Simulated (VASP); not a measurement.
Input of a VASP 6.6.1 run:

File INCAR:

```
SYSTEM = IrO
PREC     = Accurate       ! precision mode
ENCUT    = 520            ! plane-wave cutoff, eV
EDIFF    = 1E-7           ! SCF threshold, eV
ISMEAR   = 0              ! smearing method
SIGMA    = 0.1            ! smearing width, eV
LREAL    = .False.        ! projectors in reciprocal space
LASPH    = .True.         ! aspherical terms in the spheres
NELM     = 150            ! most SCF steps
ALGO     = Normal         ! electronic algorithm
ISIF     = 2              ! what is computed and relaxed
LWAVE    = .False.        ! write WAVECAR
LCHARG   = .False.        ! write CHGCAR
ISPIN    = 2              ! spin polarisation
MAGMOM   = 1 0            ! initial moments
LORBIT   = 11             ! projections on sites
LMAXMIX  = 4              ! l up to which the mixer works
GGA      = PE             ! functional
NBANDS   = 18             ! bands
```

Contents of KPOINTS:

```
Automatic mesh
0
Gamma
  6 6 6
  0 0 0
```

Contents of POSCAR:

```
IrO
1.0
    1.7814671591      1.0285305454      2.0246674967
   -1.7814671591      1.0285305454      2.0246674967
    0.0000000000     -2.0570610861      2.0246674992
Ir O
1 1
Direct
    0.0000000000      0.0000000000      0.0000000000
    0.5000000000      0.5000000000      0.5000000000
```

Potentials or basis: VASP PAW PBE potentials, release 64 (Ir, O).

Run with:

```console
$ cat potpaw_PBE.64/Ir/POTCAR potpaw_PBE.64/O/POTCAR > POTCAR
$ mpirun -np 1 vasp_std > vasp.out
```

Problem. Predict the pressure.

Solution. 0.4 GPa.

Problem. What does it give for the net moment?

Solution. 0.00 μB per cell.

Caveat: the k points lie up to 0.38 Å⁻¹ apart.
